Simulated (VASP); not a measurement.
# Si2Ge (Pm) in VASP: single point with PBE

Aim: the single point of Si2Ge with PBE.

Everything below comes from runs of VASP 6.6.1. Logs are shortened: lines on timing, memory, paths and dates and some standing lists are left out, and cuts for length are marked.

### 1 The cell of the first run

The structure is monoclinic, space group Pm (No. 6). The conventional cell has a = 5.509 Å, b = 2.544 Å, c = 14.358 Å, α = 90.00°, β = 91.76°, γ = 90.00°. Si (site symmetry m) has 8 Si at 2.54 to 2.82 Å within 3.4 Å. Si (site symmetry m) has 8 Si at 2.54 to 2.82 Å within 3.4 Å. Within 3.4 Å of Si (site symmetry m) lie 6 Si at 2.54 to 2.83 Å and 2 Ge at 2.64 to 3.19 Å. Within 3.4 Å of Si (site symmetry m) lie 6 Si at 2.54 to 2.83 Å and 2 Ge at 2.65 to 3.11 Å. Within 3.4 Å of Si (site symmetry m) lie 6 Si at 2.54 to 2.79 Å and 1 Ge at 2.59 Å. Si (site symmetry m) has 6 Si at 2.54 to 2.79 Å and 1 Ge at 2.58 Å within 3.4 Å. Si (site symmetry m) has 4 Si at 2.54 to 2.81 Å and 4 Ge at 2.68 to 3.02 Å within 3.4 Å. Si (site symmetry m) has 4 Si at 2.54 to 2.81 Å and 4 Ge at 2.66 to 2.99 Å within 3.4 Å.

### 2 Single point, PBE

INCAR

```
  PREC = Accurate
  ENCUT = 520
  EDIFF = 1E-7
  ISMEAR = 0
  SIGMA = 0.1
  LREAL = False
  LASPH = True
  NELM = 80
  ALGO = Normal
  ISIF = 2
  LWAVE = False
  LCHARG = False
  GGA = PE
  NBANDS = 56
```

KPOINTS

```
Automatic mesh
0
Gamma
  4 6 2
```

POSCAR

```
Si2Ge
1.0
    5.5092213109      0.0000000000      0.0000000000
    0.0000000000      2.5435297991      0.0000000000
   -0.4410147873      0.0000000000     14.3516598551
Si Ge
8 4
Direct
    0.4333192528      0.0000000000      0.9973638024
    0.9211468743      0.0000000000      0.0014223957
    0.1709884434      0.0000000000      0.8483663162
    0.6847269565      0.0000000000      0.8443564793
    0.1959260009      0.0000000000      0.1502661096
    0.6890088141      0.0000000000      0.1531149684
    0.1097000298      0.0000000000      0.5023215824
    0.6002332497      0.0000000000      0.5001427725
    0.3193602545      0.0000000000      0.6750518029
    0.8170687141      0.0000000000      0.6682143228
    0.2780003410      0.0000000000      0.3289505256
    0.7805210690      0.0000000000      0.3304289223
```

Potentials or basis: VASP PAW PBE potentials, release 64 (Si, Ge_d).

Run with:

```sh
> cat potpaw_PBE.64/Si/POTCAR potpaw_PBE.64/Ge_d/POTCAR > POTCAR
> mpirun -np 1 vasp_std > vasp.out
```

OUTCAR:

```text
PREC = Accurate
   ENCUT = 520
   EDIFF = 1E-7
   ISMEAR = 0
   LREAL = False
   LASPH = True
   NELM = 80
   ISIF = 2
   GGA = PE

 ion  position               nearest neighbor table
   1  0.433  0.000  0.997-   3 2.54   5 2.59   6 2.61   4 2.63   2 2.69   2 2.82
   2  0.921  0.000  0.001-   6 2.56   4 2.57   5 2.58   3 2.63   1 2.69   1 2.82
   3  0.171  0.000  0.848-   1 2.54   2 2.63   9 2.64   4 2.68   4 2.83
   4  0.685  0.000  0.844-   2 2.57   1 2.63  10 2.65   3 2.68   3 2.83
   5  0.196  0.000  0.150-   2 2.58   1 2.59  11 2.59   6 2.72   6 2.79
   6  0.689  0.000  0.153-   2 2.56  12 2.58   1 2.61   5 2.72   5 2.79
   7  0.110  0.000  0.502-  11 2.68   9 2.70   8 2.70   8 2.81  10 2.92  12 3.02
   8  0.600  0.000  0.500-  12 2.66  10 2.66   7 2.70   7 2.81  11 2.99   9 2.99
   9  0.319  0.000  0.675-   3 2.64   7 2.70  10 2.75  10 2.77   8 2.99
  10  0.817  0.000  0.668-   4 2.65   8 2.66   9 2.75   9 2.77   7 2.92
  11  0.278  0.000  0.329-   5 2.59   7 2.68  12 2.74  12 2.77   8 2.99
  12  0.781  0.000  0.330-   6 2.58   8 2.66  11 2.74  11 2.77   7 3.02

  LATTYP: Found a simple monoclinic cell.
 ALAT       =     5.5092213109
 B/A-ratio  =     0.4616859000
 C/A-ratio  =     2.6062547605
 COS(beta)  =    -0.0307146851

  Lattice vectors:

 A1 = (   5.5092213109,   0.0000000000,   0.0000000000)
 A2 = (   0.0000000000,   2.5435297991,   0.0000000000)
 A3 = (  -0.4410147873,   0.0000000000,  14.3516598551)

Analysis of symmetry for initial positions (statically):
=====================================================================
 Subroutine PRICEL returns:
 Original cell was already a primitive cell.

 Routine SETGRP: Setting up the symmetry group for a
 simple monoclinic supercell.

 Subroutine GETGRP returns: Found  2 space group operations
 (whereof  2 operations were pure point group operations)
 out of a pool of  4 trial point group operations.

The static configuration has the point symmetry C_1h.

Analysis of symmetry for dynamics (positions and initial velocities):
=====================================================================
 Subroutine PRICEL returns:
 Original cell was already a primitive cell.

 Routine SETGRP: Setting up the symmetry group for a
 simple monoclinic supercell.

 Subroutine GETGRP returns: Found  2 space group operations
 (whereof  2 operations were pure point group operations)
 out of a pool of  4 trial point group operations.

The dynamic configuration has the point symmetry C_1h.

[... 128 lines left out ...]
   NELECT =      88.0000    total number of electrons
   NUPDOWN=      -1.0000    fix difference up-down
   EMIN   =  10.00;   EMAX   =-10.00  energy-range for DOS
   EFERMI =   0.00;   METHOD = LEGACY
   ISMEAR =     0;   SIGMA  =   0.10  broadening in eV -4-tet -1-fermi 0-gaus
   EFERMI_NEDOS =   21; number of points for ismear=-14 and -15
   IALGO  =     38    algorithm
   IMIX   =      4    mixing-type and parameters
     AMIX     =   0.40;   BMIX     =  1.00
     AMIX_MAG =   1.60;   BMIX_MAG =  1.00
  volume/ion in A,a.u.               =      16.76       113.10
  Fermi-wavevector in a.u.,A,eV,Ry     =   1.242871  2.348685 21.017299  1.544728
  Thomas-Fermi vector in A             =   2.377206
   LORBIT       =      0    0 simple, 1 ext, 2 COOP (PROOUT), +10 PAW based schemes
   GGA     = PE    functional components
   LHFCALC =     F    Hartree Fock is set to
   AEXX    =    0.0000 exact exchange contribution
   IVDW    =     0    specifies the selected vdW correction
   LEPSILON=     F    determine dielectric tensor
   LRPA    =     F    only Hartree local field effects (RPA)
 non-spin polarized calculation
 Gauss-broadening in eV      SIGMA  =   0.10
  energy-cutoff  :      520.00
  volume of cell :      201.11
 maximum number of plane-waves:      5444
 NGX is ok and might be reduce to    42
   NGX = 21   NGY =  9   NGZ = 53

 number of electron      87.9999981 magnetization

 Free energy of the ion-electron system (eV)
  ---------------------------------------------------
  ext. energy  EPLUGINS =         0.00000000
  ---------------------------------------------------
  free energy    TOTEN  =       -57.87946603 eV

  energy without entropy =      -57.85913594  energy(sigma->0) =      -57.86930098

 E-fermi :   7.9181     XC(G=0): -10.9469

 val. band max:        7.9013976231   @ k =   0.0000   0.5000   0.5000
 cond. band min:       7.9262441652   @ k =   0.2500   0.5000   0.5000
 fundamental gap:      0.0248465421
 Fermi energy:         7.9181326037

 k-point     1 :       0.0000    0.0000    0.0000
  band No.  band energies     occupation
      1     -16.8271      2.00000
      2     -16.8052      2.00000
      3     -16.7762      2.00000
      4     -16.7509      2.00000
      5     -16.7052      2.00000
      6     -16.6752      2.00000
[... 1405 lines left out ...]
     55      11.4499      0.00000
     56      11.4679      0.00000

------------------------ aborting loop because EDIFF is reached ----------------------------------------

  FORCE on cell =-STRESS in cart. coord.  units (eV):
  Direction    XX          YY          ZZ          XY          YZ          ZX
  --------------------------------------------------------------------------------------
  -------------------------------------------------------------------------------------
  Total       -1.5863417      0.0383937     -0.4890063      0.0000000      0.0000000      0.3824803
  in kB      -12.6379936      0.3058729     -3.8957931      0.0000000      0.0000000      3.0471262
  external PRESSURE =      -5.4093046 kB  Pullay stress =       0.0000000 kB

 VOLUME and BASIS-vectors are now :
 -----------------------------------------------------------------------------
  energy-cutoff  :      520.00
  volume of cell :      201.11
      direct lattice vectors                 reciprocal lattice vectors
     5.509221311  0.000000000  0.000000000     0.181513855  0.000000000  0.005577773
     0.000000000  2.543529799  0.000000000     0.000000000  0.393154427  0.000000000
    -0.441014787  0.000000000 14.351659855     0.000000000  0.000000000  0.069678352

 POSITION                                       TOTAL-FORCE (eV/Angst)
 -----------------------------------------------------------------------------------
      1.94740      0.00000     14.31383        -0.106725      0.000000      0.000633
      5.07417      0.00000      0.02041         0.030583      0.000000     -0.005331
      0.56787      0.00000     12.17546        -0.038734      0.000000     -0.149423
      3.39994      0.00000     12.11792        -0.096173      0.000000     -0.125625
      1.01313      0.00000      2.15657         0.005409      0.000000     -0.018154
      3.72838      0.00000      2.19745        -0.014957      0.000000      0.015612
      0.38283      0.00000      7.20915        -0.136809      0.000000     -0.045412
      3.08625      0.00000      7.17788        -0.018309      0.000000     -0.050324
      1.46172      0.00000      9.68811         0.072173      0.000000     -0.073420
      4.20672      0.00000      9.58998         0.099943      0.000000     -0.076656
      1.38649      0.00000      4.72099         0.108788      0.000000      0.256189
      4.15434      0.00000      4.74220         0.094810      0.000000      0.271912
 -----------------------------------------------------------------------------------
    total drift:                               -0.000059      0.000000     -0.001227

  FREE ENERGIE OF THE ION-ELECTRON SYSTEM (eV)
  ---------------------------------------------------
  free  energy   TOTEN  =       -57.8794660265 eV

  energy  without entropy=      -57.8591359426  energy(sigma->0) =      -57.86930098
```

OSZICAR:

```text
N       E                     dE             d eps       ncg     rms          rms(c)
DAV:   1     0.916503140852E+03    0.91650E+03   -0.37491E+04  3504   0.316E+03
DAV:   2     0.125067282469E+03   -0.79144E+03   -0.75473E+03  2688   0.972E+02
DAV:   3    -0.446849387504E+02   -0.16975E+03   -0.16355E+03  2992   0.213E+02
DAV:   4    -0.576642425454E+02   -0.12979E+02   -0.12655E+02  3328   0.639E+01
DAV:   5    -0.580606521364E+02   -0.39641E+00   -0.39445E+00  3192   0.120E+01    0.818E+00
DAV:   6    -0.579294308608E+02    0.13122E+00   -0.66783E-01  3752   0.495E+00    0.474E+00
DAV:   7    -0.579572338146E+02   -0.27803E-01   -0.69350E-01  3328   0.379E+00    0.198E+00
DAV:   8    -0.578739269594E+02    0.83307E-01   -0.28827E-01  3512   0.255E+00    0.316E-01
DAV:   9    -0.578795025511E+02   -0.55756E-02   -0.61283E-02  3448   0.116E+00    0.513E-01
DAV:  10    -0.578799204265E+02   -0.41788E-03   -0.25349E-03  3456   0.265E-01    0.606E-01
DAV:  11    -0.578795564070E+02    0.36402E-03   -0.10279E-03  3736   0.472E-01    0.457E-01
DAV:  12    -0.578796113888E+02   -0.54982E-04   -0.14928E-03  3552   0.341E-01    0.271E-01
DAV:  13    -0.578796281551E+02   -0.16766E-04   -0.27057E-04  3240   0.109E-01    0.238E-01
DAV:  14    -0.578795698489E+02    0.58306E-04   -0.34558E-05  3648   0.791E-02    0.205E-01
DAV:  15    -0.578794826611E+02    0.87188E-04   -0.97678E-05  3672   0.123E-01    0.115E-01
DAV:  16    -0.578794665283E+02    0.16133E-04   -0.26760E-05  3368   0.620E-02    0.876E-02
DAV:  17    -0.578794660183E+02    0.50997E-06   -0.98924E-06  3272   0.212E-02    0.821E-02
DAV:  18    -0.578794660265E+02   -0.81327E-08   -0.26635E-07  2376   0.376E-03
   1 F= -.57879466E+02 E0= -.57869301E+02  d E =-.203301E-01
```

It took 3.3 min on 1 thread of Intel Xeon 6975P-C (Granite Rapids), shared host; peak memory 0.4 GiB.

Results:

```yaml
Free_energy: -57.8795 eV
Pressure: -0.5 GPa
Largest_force: 0.288 eV/Å
Band_gap_on_the_k_mesh: zero (band 44 reaches 9.64 eV, above the bottom of band 45 at 6.18 eV)
```

Forces on the atoms (eV/Å):
```
Si  -0.107  0.000  0.001
Si   0.031  0.000 -0.005
Si  -0.039  0.000 -0.149
Si  -0.096  0.000 -0.126
Si   0.005  0.000 -0.018
Si  -0.015  0.000  0.016
Si  -0.137  0.000 -0.045
Si  -0.018  0.000 -0.050
Ge   0.072  0.000 -0.073
Ge   0.100  0.000 -0.077
Ge   0.109  0.000  0.256
Ge   0.095  0.000  0.272
```

Stress tensor (GPa, compression positive):
```
-1.26  0.00  0.30
 0.00  0.03  0.00
 0.30  0.00 -0.39
```

Caveat: the k points lie up to 0.41 Å⁻¹ apart.
